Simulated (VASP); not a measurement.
# Cd (Fm-3m) in VASP: single point with PBEsol

Aim: the single point of Cd with PBEsol.

All numbers are computed with VASP 6.6.1; they aren't measurements. Logs are shortened: lines on timing, memory, paths and dates and some standing lists are left out, and cuts for length are marked.

## Step 1: The cell of the first run

Symmetry: Fm-3m, No. 225, cubic system. The conventional cell has a = 4.546 Å, b = 4.546 Å, c = 4.546 Å, α = 90.00°, β = 90.00°, γ = 90.00°. Within 4.2 Å of Cd (site symmetry m-3m) lie 12 Cd at 3.21 Å.

## Step 2: Single point, PBEsol (strained)

INCAR reads:

```
SYSTEM = Cd
ALGO = Fast
EDIFF = 1E-6
ENCUT = 520
GGA = PS
ISIF = 2
ISMEAR = 0
LASPH = .True.
LCHARG = .False.
LREAL = .False.
LWAVE = .False.
NBANDS = 12
NELM = 100
PREC = Accurate
SIGMA = 0.1
```

KPOINTS reads:

```
k-points
0
Gamma
  16 16 16
  0 0 0
```

POSCAR reads:

```
Cd
1.0
    0.0000000000      2.2732485898      2.2732485898
    2.2732485898      0.0000000000      2.2732485898
    2.2732485898      2.2732485898      0.0000000000
Cd
1
Direct
    0.0000000000      0.0000000000      0.0000000000
```

Potentials or basis: VASP PAW PBE potentials, release 64 (Cd).

The run is started by

```
$ cat potpaw_PBE.64/Cd/POTCAR > POTCAR
$ mpirun -np 1 vasp_std > vasp.out
```

OUTCAR:

```text
SYSTEM = Cd
   EDIFF = 1E-6
   ENCUT = 520
   GGA = PS
   ISIF = 2
   ISMEAR = 0
   LASPH = .True.
   LREAL = .False.
   NELM = 100
   PREC = Accurate

 ion  position               nearest neighbor table
   1  0.000  0.000  0.000-

  LATTYP: Found a face centered cubic cell.
 ALAT       =     4.5464971796

  Lattice vectors:

 A1 = (   0.0000000000,   2.2732485898,   2.2732485898)
 A2 = (   2.2732485898,   0.0000000000,   2.2732485898)
 A3 = (   2.2732485898,   2.2732485898,   0.0000000000)

Analysis of symmetry for initial positions (statically):
=====================================================================
 Subroutine PRICEL returns:
 Original cell was already a primitive cell.

 Routine SETGRP: Setting up the symmetry group for a
 face centered cubic supercell.

 Subroutine GETGRP returns: Found 48 space group operations
 (whereof 48 operations were pure point group operations)
 out of a pool of 48 trial point group operations.

The static configuration has the point symmetry O_h .

Analysis of symmetry for dynamics (positions and initial velocities):
=====================================================================
 Subroutine PRICEL returns:
 Original cell was already a primitive cell.

 Routine SETGRP: Setting up the symmetry group for a
 face centered cubic supercell.

 Subroutine GETGRP returns: Found 48 space group operations
 (whereof 48 operations were pure point group operations)
 out of a pool of 48 trial point group operations.

The dynamic configuration has the point symmetry O_h .

 Subroutine INISYM returns: Found 48 space group operations
 (whereof 48 operations are pure point group operations),
 and found     1 'primitive' translations

----------------------------------------------------------------------------------------

                                     Primitive cell

  volume of cell :      23.4947

  direct lattice vectors                    reciprocal lattice vectors
     0.000000000  2.273248590  2.273248590    -0.219949548  0.219949548  0.219949548
     2.273248590  0.000000000  2.273248590     0.219949548 -0.219949548  0.219949548
     2.273248590  2.273248590  0.000000000     0.219949548  0.219949548 -0.219949548

  length of vectors
     3.214858986  3.214858986  3.214858986     0.380963792  0.380963792  0.380963792

  position of ions in fractional coordinates (direct lattice)
     0.000000000  0.000000000  0.000000000

  ion indices of the primitive-cell ions
   primitive index   ion index
                 1           1

----------------------------------------------------------------------------------------

 KPOINTS: k-points

Automatic generation of k-mesh.
 Grid dimensions read from file:
 generate k-points for:   16   16   16

 Generating k-lattice:

  Cartesian coordinates                     Fractional coordinates (reciprocal lattice)
    -0.013746847  0.013746847  0.013746847     0.062500000  0.000000000  0.000000000
     0.013746847 -0.013746847  0.013746847     0.000000000  0.062500000  0.000000000
     0.013746847  0.013746847 -0.013746847     0.000000000  0.000000000  0.062500000

  Length of vectors
     0.023810237  0.023810237  0.023810237

  Shift w.r.t. Gamma in fractional coordinates (k-lattice)
     0.000000000  0.000000000  0.000000000

 Subroutine IBZKPT returns following result:
 ===========================================

 Found    145 irreducible k-points:

 Following reciprocal coordinates:
            Coordinates               Weight
  0.000000  0.000000  0.000000      1.000000
  0.062500  0.000000  0.000000      8.000000
  0.125000  0.000000  0.000000      8.000000
  0.187500  0.000000  0.000000      8.000000
  0.250000  0.000000  0.000000      8.000000
  0.312500  0.000000  0.000000      8.000000
[... 16 lines left out ...]
 -0.125000  0.062500  0.000000     24.000000
 -0.062500  0.062500  0.000000     12.000000
 [... further k-points ...]
   k-points           NKPTS =    145   k-points in BZ     NKDIM =    145   number of bands    NBANDS=     12
   number of dos      NEDOS =    301   number of ions     NIONS =      1
   total plane-waves  NPLWV =  13824
   dimension x,y,z NGX =    24 NGY =   24 NGZ =   24
   dimension x,y,z NGXF=    48 NGYF=   48 NGZF=   48
   ions per type =               1
   NGX,Y,Z   is equivalent  to a cutoff of  12.41, 12.41, 12.41 a.u.
   NGXF,Y,Z  is equivalent  to a cutoff of  24.82, 24.82, 24.82 a.u.
 SYSTEM =  Cd
   PREC   = accura    normal or accurate (medium, high low for compatibility)
   ISTART =      0    job   : 0-new  1-cont  2-samecut
   ICHARG =      2    charge: 1-file 2-atom 10-const
   ISPIN  =      1    spin polarized calculation?
   LNONCOLLINEAR =      F non collinear calculations
   LSORBIT =      F    spin-orbit coupling
   LASPH  =      T    aspherical Exc in radial PAW
   ENCUT  =  520.0 eV  38.22 Ry    6.18 a.u.   5.98  5.98  5.98*2*pi/ulx,y,z
   NELM   =    100;   NELMIN=  2; NELMDL= -5     # of ELM steps
   EDIFF  = 0.1E-05   stopping-criterion for ELM
   LREAL  =      F    real-space projection
   EDIFFG = 0.1E-04   stopping-criterion for IOM
   NSW    =      0    number of steps for IOM
   IBRION =     -1    ionic relax: 0-MD 1-quasi-New 2-CG
   NFREE  =      0    steps in history (QN), initial steepest desc. (CG)
   ISIF   =      2    stress and relaxation
   ISYM   =      2    0-nonsym 1-usesym 2-fastsym
   POTIM  = 0.5000    time-step for ionic-motion
   TEBEG  =    0.0;   TEEND  =   0.0 temperature during run
   PSTRESS=    0.0 pullay stress
   NELECT =      12.0000    total number of electrons
   NUPDOWN=      -1.0000    fix difference up-down
   EMIN   =  10.00;   EMAX   =-10.00  energy-range for DOS
   EFERMI =   0.00;   METHOD = LEGACY
   ISMEAR =     0;   SIGMA  =   0.10  broadening in eV -4-tet -1-fermi 0-gaus
   EFERMI_NEDOS =   21; number of points for ismear=-14 and -15
   IALGO  =     68    algorithm
   IMIX   =      4    mixing-type and parameters
     AMIX     =   0.40;   BMIX     =  1.00
     AMIX_MAG =   1.60;   BMIX_MAG =  1.00
  volume/ion in A,a.u.               =      23.49       158.55
  Fermi-wavevector in a.u.,A,eV,Ry     =   1.308614  2.472922 23.299587  1.712471
  Thomas-Fermi vector in A             =   2.439269
   LORBIT       =      0    0 simple, 1 ext, 2 COOP (PROOUT), +10 PAW based schemes
   GGA     = PS    functional components
   LHFCALC =     F    Hartree Fock is set to
   AEXX    =    0.0000 exact exchange contribution
   IVDW    =     0    specifies the selected vdW correction
   LEPSILON=     F    determine dielectric tensor
   LRPA    =     F    only Hartree local field effects (RPA)
 non-spin polarized calculation
 RMM-DIIS sequential band-by-band and
 Gauss-broadening in eV      SIGMA  =   0.10
  energy-cutoff  :      520.00
  volume of cell :       23.49
 maximum number of plane-waves:       648
   NGX = 11   NGY = 11   NGZ = 11

 number of electron      11.9999997 magnetization

 Free energy of the ion-electron system (eV)
  ---------------------------------------------------
  ext. energy  EPLUGINS =         0.00000000
  ---------------------------------------------------
  free energy    TOTEN  =        -1.14592882 eV

  energy without entropy =       -1.14338276  energy(sigma->0) =       -1.14465579

 E-fermi :   2.1080     XC(G=0): -10.7775

 val. band max:        2.0994200824   @ k =   0.4375   0.0000   0.0000
 cond. band min:       2.1615785077   @ k =  -0.3125   0.3750   0.1250
 fundamental gap:      0.0621584253
 Fermi energy:         2.1080339597

 k-point     1 :       0.0000    0.0000    0.0000
  band No.  band energies     occupation
      1      -6.7369      2.00000
      2      -6.7369      2.00000
      3      -6.7369      2.00000
      4      -6.3464      2.00000
      5      -6.3464      2.00000
      6      -6.1455      2.00000
      7      15.7640      0.00000
      8      16.3324      0.00000
      9      16.3324      0.00000
     10      16.3324      0.00000
     11      19.6197      0.00000
     12      19.6198      0.00000

 k-point     2 :       0.0625    0.0000    0.0000
  band No.  band energies     occupation
      1      -6.7454      2.00000
      2      -6.7225      2.00000
      3      -6.7225      2.00000
      4      -6.3497      2.00000
      5      -6.3497      2.00000
      6      -6.0493      2.00000
      7      14.8453      0.00000
      8      15.9040      0.00000
      9      16.1657      0.00000
     10      16.1657      0.00000
     11      19.9062      0.00000
     12      19.9064      0.00000

 k-point     3 :       0.1250    0.0000    0.0000
  band No.  band energies     occupation
      1      -6.7810      2.00000
      2      -6.6870      2.00000
      3      -6.6870      2.00000
      4      -6.3532      2.00000
      5      -6.3532      2.00000
      6      -5.7483      2.00000
      7      12.6105      0.00000
      8      15.7834      0.00000
      9      15.7834      0.00000
     10      15.8802      0.00000
     11      20.0788      0.00000
     12      20.6081      0.00000

 k-point     4 :       0.1875    0.0000    0.0000
  band No.  band energies     occupation
      1      -6.8462      2.00000
      2      -6.6544      2.00000
      3      -6.6544      2.00000
      4      -6.3363      2.00000
      5      -6.3363      2.00000
      6      -5.2332      2.00000
      7      10.2951      0.00000
      8      15.3433      0.00000
      9      15.3433      0.00000
     10      15.8101      0.00000
     11      19.7306      0.00000
     12      20.5013      0.00000

 k-point     5 :       0.2500    0.0000    0.0000
  band No.  band energies     occupation
      1      -6.9282      2.00000
      2      -6.6507      2.00000
      3      -6.6507      2.00000
      4      -6.2789      2.00000
      5      -6.2789      2.00000
      6      -4.5074      2.00000
      7       8.0501      0.00000
      8      14.9210      0.00000
      9      14.9210      0.00000
     10      15.6335      0.00000
     11      19.4822      0.00000
     12      19.5788      0.00000

 k-point     6 :       0.3125    0.0000    0.0000
  band No.  band energies     occupation
      1      -7.0113      2.00000
      2      -6.6727      2.00000
      3      -6.6727      2.00000
      4      -6.1927      2.00000
      5      -6.1927      2.00000
      6      -3.5777      2.00000
      7       5.9198      0.00000
      8      14.5501      0.00000
      9      14.5501      0.00000
     10      15.3790      0.00000
     11      18.8163      0.00000
     12      18.8163      0.00000

 k-point     7 :       0.3750    0.0000    0.0000
  band No.  band energies     occupation
      1      -7.0815      2.00000
      2      -6.7014      2.00000
      3      -6.7014      2.00000
      4      -6.1070      2.00000
      5      -6.1070      2.00000
      6      -2.4523      2.00000
      7       3.9286      0.00000
      8      14.2556      0.00000
      9      14.2556      0.00000
     10      15.1260      0.00000
     11      18.2693      0.00000
     12      18.2693      0.00000

 k-point     8 :       0.4375    0.0000    0.0000
  band No.  band energies     occupation
      1      -7.1280      2.00000
      2      -6.7234      2.00000
      3      -6.7234      2.00000
      4      -6.0458      2.00000
      5      -6.0458      2.00000
      6      -1.1454      2.00000
      7       2.0994      1.09696
      8      14.0638      0.00000
      9      14.0638      0.00000
     10      14.9465      0.00000
     11      17.9443      0.00000
     12      17.9443      0.00000
[... 166 lines left out ...]
 k-point    20 :      -0.3125    0.0625    0.0000
  band No.  band energies     occupation
      1      -7.0132      2.00000
      2      -6.6867      2.00000
      3      -6.6644      2.00000
      4      -6.2139      2.00000
      5      -6.1546      2.00000
      6      -3.1234      2.00000
      7       5.3168      0.00000
      8      12.7268      0.00000
      9      15.0931      0.00000
     10      15.5078      0.00000
     11      18.1956      0.00000
     12      18.6272      0.00000

 k-point    21 :      -0.2500    0.0625    0.0000
  band No.  band energies     occupation
      1      -6.9366      2.00000
      2      -6.6601      2.00000
      3      -6.6369      2.00000
      4      -6.3116      2.00000
      5      -6.2331      2.00000
      6      -4.1180      2.00000
      7       7.4002      0.00000
      8      12.9054      0.00000
      9      15.7848      0.00000
     10      16.0195      0.00000
     11      18.5697      0.00000
     12      18.6008      0.00000

 k-point    22 :      -0.1875    0.0625    0.0000
  band No.  band energies     occupation
      1      -6.8581      2.00000
      2      -6.6521      2.00000
      3      -6.6313      2.00000
      4      -6.3785      2.00000
      5      -6.2993      2.00000
      6      -4.9128      2.00000
      7       9.6075      0.00000
      8      13.2214      0.00000
      9      16.3700      0.00000
     10      16.4171      0.00000
     11      18.7091      0.00000
     12      19.2695      0.00000

 k-point    23 :      -0.1250    0.0625    0.0000
  band No.  band energies     occupation
      1      -6.7944      2.00000
      2      -6.6706      2.00000
      3      -6.6634      2.00000
      4      -6.3905      2.00000
      5      -6.3330      2.00000
      6      -5.5019      2.00000
      7      11.9053      0.00000
      8      13.6595      0.00000
      9      16.4864      0.00000
     10      16.7099      0.00000
     11      19.1296      0.00000
     12      20.1416      0.00000

 k-point    24 :      -0.0625    0.0625    0.0000
  band No.  band energies     occupation
      1      -6.7596      2.00000
      2      -6.7038      2.00000
      3      -6.6987      2.00000
      4      -6.3715      2.00000
      5      -6.3419      2.00000
      6      -5.8808      2.00000
      7      14.1914      0.00000
      8      14.2237      0.00000
      9      16.2793      0.00000
     10      16.6473      0.00000
     11      19.7169      0.00000
     12      19.7283      0.00000

 [... further k-points ...]
[... 5 lines left out ...]
  --------------------------------------------------------------------------------------
  -------------------------------------------------------------------------------------
  Total       -0.6490352     -0.6490352     -0.6490352      0.0000000     -0.0000000      0.0000000
  in kB      -44.2596590    -44.2596590    -44.2596590      0.0000000     -0.0000000      0.0000000
  external PRESSURE =     -44.2596590 kB  Pullay stress =       0.0000000 kB

 VOLUME and BASIS-vectors are now :
 -----------------------------------------------------------------------------
  energy-cutoff  :      520.00
  volume of cell :       23.49
      direct lattice vectors                 reciprocal lattice vectors
     0.000000000  2.273248590  2.273248590    -0.219949548  0.219949548  0.219949548
     2.273248590  0.000000000  2.273248590     0.219949548 -0.219949548  0.219949548
     2.273248590  2.273248590  0.000000000     0.219949548  0.219949548 -0.219949548

 POSITION                                       TOTAL-FORCE (eV/Angst)
 -----------------------------------------------------------------------------------
      0.00000      0.00000      0.00000         0.000000     -0.000000     -0.000000
 -----------------------------------------------------------------------------------
    total drift:                               -0.000000      0.000000      0.000000

  FREE ENERGIE OF THE ION-ELECTRON SYSTEM (eV)
  ---------------------------------------------------
  free  energy   TOTEN  =        -1.1459288192 eV

  energy  without entropy=       -1.1433827575  energy(sigma->0) =       -1.14465579
```

Run time: 17 s. Hardware: 1 thread of Intel Xeon Platinum 8488C (Sapphire Rapids), shared host; peak memory 0.16 GiB.

What came out:

```
Free energy            : -1.1459 eV
Pressure               : -4.4 GPa
Band gap on the k mesh : zero (band 6 reaches 3.85 eV, above the bottom of band 7 at 0.70 eV)
```

Caveat: the cell differs from its parent crystal (strained); the PAW data sets were made with another functional, which shifts forces and pressure a little.
